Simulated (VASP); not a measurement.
Write the native input for VASP 6.6.1 that does the following.

* Task: single point
* Functional: r2SCAN
* Dispersion: rVV10
* Potentials or basis: VASP PAW PBE potentials, release 64 (Lu, Ga_d, N)
* Cutoff: 520 eV
* k mesh: 6 × 6 × 6
* Occupations: fermi-dirac, width 0.03 eV
* Spin: no spin polarisation
* Dipole correction: no
* Further INCAR settings: ALGO = Normal; EDIFF = 1e-06; NBANDS = 48

Crystal: Lu2GaN3.

```
Lu Ga N
1.0
     2.86448    1.65381    2.82162
    -2.86448    1.65381    2.82162
     0.00000   -3.30761    2.82162
Lu Ga N
2 1 3
Direct
  0.67856 0.67856 0.67856
  0.32144 0.32144 0.32144
  0.00000 0.00000 0.00000
  0.00000 0.50000 0.00000
  0.50000 0.00000 0.00000
  0.00000 0.00000 0.50000
```

These files were run (other wordings do the same):

POSCAR

```
Lu2GaN3
1.0
    2.8644762149      1.6538061137      2.8216224505
   -2.8644762149      1.6538061137      2.8216224505
    0.0000000000     -3.3076122275      2.8216224505
Lu Ga N
2 1 3
Direct
    0.6785612677      0.6785612677      0.6785612677
    0.3214387323      0.3214387323      0.3214387323
    0.0000000000      0.0000000000      0.0000000000
    0.0000000000      0.5000000000      0.0000000000
    0.5000000000      0.0000000000      0.0000000000
    0.0000000000      0.0000000000      0.5000000000
```

INCAR.step1

```
SYSTEM = Lu2GaN3
  ALGO = Normal
  EDIFF = 1E-4
  ENCUT = 520
  GGA = PE
  ISMEAR = -1
  LASPH = .True.
  LCHARG = .False.
  LREAL = .False.
  LWAVE = .True.
  NBANDS = 48
  NELM = 60
  PREC = Accurate
  SIGMA = 0.03
```

INCAR.step2

```
SYSTEM = Lu2GaN3
  ALGO = Normal
  BPARAM = 11.95
  CPARAM = 0.0093
  EDIFF = 1E-6
  ENCUT = 520
  ISIF = 2
  ISMEAR = -1
  ISTART = 1
  IVDW_NL = 2
  LASPH = .True.
  LCHARG = .False.
  LMIXTAU = .True.
  LREAL = .False.
  LUSE_VDW = .True.
  LWAVE = .False.
  METAGGA = R2SCAN
  NBANDS = 48
  NELM = 60
  PREC = Accurate
  SIGMA = 0.03
```

KPOINTS

```
k-points
0
Gamma
  6 6 6
  0 0 0
```

Potentials or basis: VASP PAW PBE potentials, release 64 (Lu, Ga_d, N).

Command:

```bash
$ cat potpaw_PBE.64/Lu/POTCAR potpaw_PBE.64/Ga_d/POTCAR potpaw_PBE.64/N/POTCAR > POTCAR
$ cp INCAR.step1 INCAR
$ mpirun -np 1 vasp_std > vasp.out
$ cp INCAR.step2 INCAR
$ mpirun -np 1 vasp_std > vasp.out
```

Results of the run:

The pressure is 1.5 GPa. The largest force is 0.273 eV/Å and the band gap on the k mesh is zero (bands 39 and 40 overlap by 0.30 eV).

Caveat: the PAW data sets were made with another functional, which shifts forces and pressure a little; spin-orbit coupling is left out, which moves the levels of the heavy elements.

Wall time 9.2 min on 1 thread of AMD EPYC 7R43 64-Core Processor (Zen 3), with other jobs on the host, peak memory 0.36 GiB.
